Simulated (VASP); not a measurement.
Write the native input for VASP 6.6.1 that does the following.

```yaml
Task: single point
Functional: PBE
Potentials_or_basis: VASP PAW PBE potentials, release 64 (Ti_sv)
Cutoff: 520 eV
k_mesh: 15 × 15 × 4
Occupations: gaussian, width 0.15 eV
Spin: no spin polarisation
Dipole_correction: no
Further_INCAR_settings: ALGO = Fast; EDIFF = 1e-06; NBANDS = 45
```

The structure of Ti lies in POSCAR:

```
Ti
1.0
   -2.0558584512     -2.0558584512      0.0000000000
    2.0558584512     -2.0558584512      0.0000000000
    0.0000000000      0.0000000000     12.3351507070
Ti
6
Direct
    0.0000000000      0.0000000000      0.0000000000
    0.5000000000      0.5000000000      0.1666666667
    0.0000000000      0.0000000000      0.3333333333
    0.5000000000      0.5000000000      0.5000000000
    0.0000000000      0.0000000000      0.6666666667
    0.5000000000      0.5000000000      0.8333333333
```

This isn't the form of Ti at room conditions, which is hcp.

One way to write it, as run:

INCAR

```
SYSTEM = Ti
ALGO = Fast
EDIFF = 1E-6
ENCUT = 520
GGA = PE
ISIF = 2
ISMEAR = 0
LASPH = .True.
LCHARG = .False.
LREAL = .False.
LWAVE = .False.
NBANDS = 45
NELM = 60
PREC = Accurate
SIGMA = 0.15
```

KPOINTS

```
k-points
0
Gamma
  15 15 4
  0 0 0
```

Potentials or basis: VASP PAW PBE potentials, release 64 (Ti_sv).

The run is started by

```bash
$ cat potpaw_PBE.64/Ti_sv/POTCAR > POTCAR
$ mpirun -np 1 vasp_std > vasp.out
```

It gave:

```yaml
Pressure: -0.2 GPa
Band_gap_on_the_k_mesh: zero (bands 36 and 37 overlap by 1.25 eV)
```

Run time: 47 min on 1 thread of Intel Xeon 8259CL, with other jobs on the host, peak memory 0.47 GiB.
